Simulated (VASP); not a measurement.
# NiSb (P6_3/mmc) in VASP: a series of runs

NiSb is run at these levels: PBEsol; tasks: single point.

All numbers are computed with VASP 6.6.1; they aren't measurements. Logs are shortened: lines on timing, memory, paths and dates and some standing lists are left out, and cuts for length are marked.

**1. The cell of the first run**

Symmetry: P6_3/mmc, No. 194, hexagonal system. Conventional cell: a = 3.753 Å, b = 3.753 Å, c = 4.859 Å, α = 90.00°, β = 90.00°, γ = 120.00°. Within 3.2 Å of Ni (site symmetry -3m) lie 2 Ni at 2.43 Å and 6 Sb at 2.48 Å. Within 3.3 Å of Sb (site symmetry -6m2) lie 6 Ni at 2.48 Å and 6 Sb at 3.26 Å.

**2. Single point, PBEsol (14.81 Å³/atom)**

Input file INCAR:

```
PREC     = Accurate       # precision mode
ENCUT    = 520            # plane-wave cutoff, eV
EDIFF    = 1E-7           # SCF threshold, eV
ISMEAR   = 0              # smearing method
SIGMA    = 0.1            # smearing width, eV
LREAL    = False          # projectors in reciprocal space
LASPH    = True           # aspherical terms in the spheres
NELM     = 100            # most SCF steps
ALGO     = Normal         # electronic algorithm
ISIF     = 2              # what is computed and relaxed
LWAVE    = False          # write WAVECAR
LCHARG   = False          # write CHGCAR
GGA      = PS             # functional
NBANDS   = 23             # bands
```

Input file KPOINTS:

```
regular mesh
0
Gamma
  12 12 8
```

Input file POSCAR:

```
NiSb
1.0
    3.7526465194      0.0000000000      0.0000000000
   -1.8763232597      3.2498872172      0.0000000000
    0.0000000000      0.0000000000      4.8587558106
Ni Sb
2 2
Direct
    0.0000000000      0.0000000000      0.0000000000
    0.0000000000      0.0000000000      0.5000000000
    0.3333333333      0.6666666667      0.2500000000
    0.6666666667      0.3333333333      0.7500000000
```

Potentials or basis: VASP PAW PBE potentials, release 64 (Ni, Sb).

Launch:

```console
cat potpaw_PBE.64/Ni/POTCAR potpaw_PBE.64/Sb/POTCAR > POTCAR
mpirun -np 1 vasp_std > vasp.out
```

OUTCAR:

```text
PREC = Accurate
   ENCUT = 520
   EDIFF = 1E-7
   ISMEAR = 0
   LREAL = False
   LASPH = True
   NELM = 100
   ISIF = 2
   GGA = PS

 ion  position               nearest neighbor table
   1  0.000  0.000  0.000-   2 2.43   2 2.43   4 2.48   3 2.48   3 2.48   4 2.48   4 2.48   3 2.48

   2  0.000  0.000  0.500-   1 2.43   1 2.43   4 2.48   3 2.48   3 2.48   4 2.48   4 2.48   3 2.48

   3  0.333  0.667  0.250-   1 2.48   2 2.48   1 2.48   2 2.48   1 2.48   2 2.48   4 3.26   4 3.26
                             4 3.26   4 3.26   4 3.26   4 3.26
   4  0.667  0.333  0.750-   1 2.48   2 2.48   1 2.48   2 2.48   1 2.48   2 2.48   3 3.26   3 3.26
                             3 3.26   3 3.26   3 3.26   3 3.26

  LATTYP: Found a hexagonal cell.
 ALAT       =     3.7526465194
 C/A-ratio  =     1.2947544581

  Lattice vectors:

 A1 = (   3.7526465194,   0.0000000000,   0.0000000000)
 A2 = (  -1.8763232597,   3.2498872172,   0.0000000000)
 A3 = (   0.0000000000,   0.0000000000,   4.8587558106)

Analysis of symmetry for initial positions (statically):
=====================================================================
 Subroutine PRICEL returns:
 Original cell was already a primitive cell.

 Routine SETGRP: Setting up the symmetry group for a
 hexagonal supercell.

 Subroutine GETGRP returns: Found 24 space group operations
 (whereof 12 operations were pure point group operations)
 out of a pool of 24 trial point group operations.

The static configuration has the point symmetry D_3d.
 The point group associated with its full space group is D_6h.

Analysis of symmetry for dynamics (positions and initial velocities):
=====================================================================
 Subroutine PRICEL returns:
 Original cell was already a primitive cell.

 Routine SETGRP: Setting up the symmetry group for a
 hexagonal supercell.

 Subroutine GETGRP returns: Found 24 space group operations
 (whereof 12 operations were pure point group operations)
 out of a pool of 24 trial point group operations.

The dynamic configuration has the point symmetry D_3d.
 The point group associated with its full space group is D_6h.

 Subroutine INISYM returns: Found 24 space group operations
 (whereof 12 operations are pure point group operations),
 and found     1 'primitive' translations

----------------------------------------------------------------------------------------

                                     Primitive cell
[... 95 lines left out ...]
   EDIFF  = 0.1E-06   stopping-criterion for ELM
   LREAL  =      F    real-space projection
   EDIFFG = 0.1E-05   stopping-criterion for IOM
   NSW    =      0    number of steps for IOM
   IBRION =     -1    ionic relax: 0-MD 1-quasi-New 2-CG
   NFREE  =      0    steps in history (QN), initial steepest desc. (CG)
   ISIF   =      2    stress and relaxation
   ISYM   =      2    0-nonsym 1-usesym 2-fastsym
   POTIM  = 0.5000    time-step for ionic-motion
   TEBEG  =    0.0;   TEEND  =   0.0 temperature during run
   PSTRESS=    0.0 pullay stress
   NELECT =      30.0000    total number of electrons
   NUPDOWN=      -1.0000    fix difference up-down
   EMIN   =  10.00;   EMAX   =-10.00  energy-range for DOS
   EFERMI =   0.00;   METHOD = LEGACY
   ISMEAR =     0;   SIGMA  =   0.10  broadening in eV -4-tet -1-fermi 0-gaus
   EFERMI_NEDOS =   21; number of points for ismear=-14 and -15
   IALGO  =     38    algorithm
   IMIX   =      4    mixing-type and parameters
     AMIX     =   0.40;   BMIX     =  1.00
     AMIX_MAG =   1.60;   BMIX_MAG =  1.00
  volume/ion in A,a.u.               =      14.81        99.97
  Fermi-wavevector in a.u.,A,eV,Ry     =   1.304783  2.465682 23.163351  1.702458
  Thomas-Fermi vector in A             =   2.435696
   LORBIT       =      0    0 simple, 1 ext, 2 COOP (PROOUT), +10 PAW based schemes
   GGA     = PS    functional components
   LHFCALC =     F    Hartree Fock is set to
   AEXX    =    0.0000 exact exchange contribution
   IVDW    =     0    specifies the selected vdW correction
   LEPSILON=     F    determine dielectric tensor
   LRPA    =     F    only Hartree local field effects (RPA)
 non-spin polarized calculation
 Gauss-broadening in eV      SIGMA  =   0.10
  energy-cutoff  :      520.00
  volume of cell :       59.26
 maximum number of plane-waves:      1620
 NGX is ok and might be reduce to    28
   NGX = 13   NGY = 13   NGZ = 19

 number of electron      29.9999993 magnetization

 Free energy of the ion-electron system (eV)
  ---------------------------------------------------
  ext. energy  EPLUGINS =         0.00000000
  ---------------------------------------------------
  free energy    TOTEN  =       -22.17428818 eV

  energy without entropy =      -22.16564020  energy(sigma->0) =      -22.16996419

 E-fermi :  12.2628     XC(G=0): -12.3900

 val. band max:       12.2370537411   @ k =   0.3333   0.2500   0.0000
 cond. band min:      12.2672482439   @ k =   0.4167   0.1667   0.2500
 fundamental gap:      0.0301945027
 Fermi energy:        12.2628124206

 k-point     1 :       0.0000    0.0000    0.0000
  band No.  band energies     occupation
      1      -2.1280      2.00000
      2       3.5113      2.00000
      3       4.9405      2.00000
      4       7.4256      2.00000
      5       7.4256      2.00000
      6       8.2364      2.00000
[... 613 lines left out ...]
     22      20.0998      0.00000
     23      21.6949      0.00000

 [... further k-points ...]

------------------------ aborting loop because EDIFF is reached ----------------------------------------

  FORCE on cell =-STRESS in cart. coord.  units (eV):
  Direction    XX          YY          ZZ          XY          YZ          ZX
  --------------------------------------------------------------------------------------
  -------------------------------------------------------------------------------------
  Total        8.4315443      8.4315443      8.5080023      0.0000000      0.0000000      0.0000000
  in kB      227.9747185    227.9747185    230.0420146      0.0000000      0.0000000      0.0000000
  external PRESSURE =     228.6638172 kB  Pullay stress =       0.0000000 kB

 VOLUME and BASIS-vectors are now :
 -----------------------------------------------------------------------------
  energy-cutoff  :      520.00
  volume of cell :       59.26
      direct lattice vectors                 reciprocal lattice vectors
     3.752646519  0.000000000  0.000000000     0.266478602  0.153851493  0.000000000
    -1.876323260  3.249887217  0.000000000     0.000000000  0.307702986  0.000000000
     0.000000000  0.000000000  4.858755811     0.000000000  0.000000000  0.205814007

 POSITION                                       TOTAL-FORCE (eV/Angst)
 -----------------------------------------------------------------------------------
      0.00000      0.00000      0.00000         0.000000      0.000000     -0.000000
      0.00000      0.00000      2.42938         0.000000      0.000000     -0.000000
     -0.00000      2.16659      1.21469         0.000000     -0.000000      0.000000
      1.87632      1.08330      3.64407        -0.000000      0.000000      0.000000
 -----------------------------------------------------------------------------------
    total drift:                               -0.000000      0.000000      0.000000

  FREE ENERGIE OF THE ION-ELECTRON SYSTEM (eV)
  ---------------------------------------------------
  free  energy   TOTEN  =       -22.1742881833 eV

  energy  without entropy=      -22.1656401954  energy(sigma->0) =      -22.16996419
```

OSZICAR:

```text
N       E                     dE             d eps       ncg     rms          rms(c)
DAV:   1     0.175674848122E+03    0.17567E+03   -0.12510E+04  4394   0.140E+03
DAV:   2    -0.138623497605E+02   -0.18954E+03   -0.18022E+03  4580   0.291E+02
DAV:   3    -0.236957987029E+02   -0.98334E+01   -0.96041E+01  5371   0.816E+01
DAV:   4    -0.238986601382E+02   -0.20286E+00   -0.20270E+00  4928   0.112E+01
DAV:   5    -0.239054113434E+02   -0.67512E-02   -0.67507E-02  5814   0.209E+00    0.156E+01
DAV:   6    -0.254916138998E+02   -0.15862E+01   -0.24411E+01  4994   0.916E+01    0.152E+01
DAV:   7    -0.222408143195E+02    0.32508E+01   -0.95131E+00  5140   0.648E+01    0.446E+00
DAV:   8    -0.222174742108E+02    0.23340E-01   -0.67931E-01  5377   0.584E+00    0.218E+00
DAV:   9    -0.221743674645E+02    0.43107E-01   -0.12807E-01  5225   0.644E+00    0.383E-01
DAV:  10    -0.221746464648E+02   -0.27900E-03   -0.55970E-03  5101   0.687E-01    0.271E-01
DAV:  11    -0.221743231376E+02    0.32333E-03   -0.38421E-04  5018   0.152E-01    0.603E-02
DAV:  12    -0.221742905043E+02    0.32633E-04   -0.12121E-04  6464   0.177E-01    0.212E-02
DAV:  13    -0.221742899950E+02    0.50924E-06   -0.15327E-05  4945   0.279E-02    0.165E-02
DAV:  14    -0.221742885322E+02    0.14628E-05   -0.10144E-06  6017   0.793E-03    0.290E-03
DAV:  15    -0.221742881752E+02    0.35700E-06   -0.13393E-07  3130   0.445E-03    0.703E-04
DAV:  16    -0.221742881833E+02   -0.81368E-08   -0.52555E-08  2759   0.241E-03
   1 F= -.22174288E+02 E0= -.22169964E+02  d E =-.864799E-02
```

stdout:

```text
POSCAR found type information on POSCAR NiSb
 POSCAR found :  2 types and       4 ions
 scaLAPACK will be used
 -----------------------------------------------------------------------------
|                                                                             |
|                                                                             |
|     You enforced a specific xc type in the INCAR file but a different       |
|     I HOPE YOU KNOW WHAT YOU ARE DOING!                                     |
|                                                                             |
 -----------------------------------------------------------------------------

 LDA part: xc-table for (Slater+PW92), standard interpolation
 POSCAR, INCAR and KPOINTS ok, starting setup
 FFT: planning ... GRIDC
 FFT: planning ... GRID_SOFT
 FFT: planning ... GRID
 WAVECAR not read
 entering main loop
```

Wall time 2.7 min (1 thread of Intel Xeon 8259CL, shared host); peak memory 0.26 GiB.

Results:

| Property | Result |
| --- | --- |
| Free energy | -22.1743 eV |
| Pressure | 22.9 GPa |
| Band gap on the k mesh | zero (bands 15 and 16 overlap by 4.04 eV) |

Caveat: the cell stands under pressure; the PAW data sets were made with another functional, which shifts forces and pressure a little; spin-orbit coupling is left out, which moves the levels of the heavy elements. Spin polarisation is off, so any magnetic state and its effect on volume and gap are missing.

(Part 1 of 2 ends here.)

The gap in the log of VASP goes by the Fermi energy; the results here count the filled bands.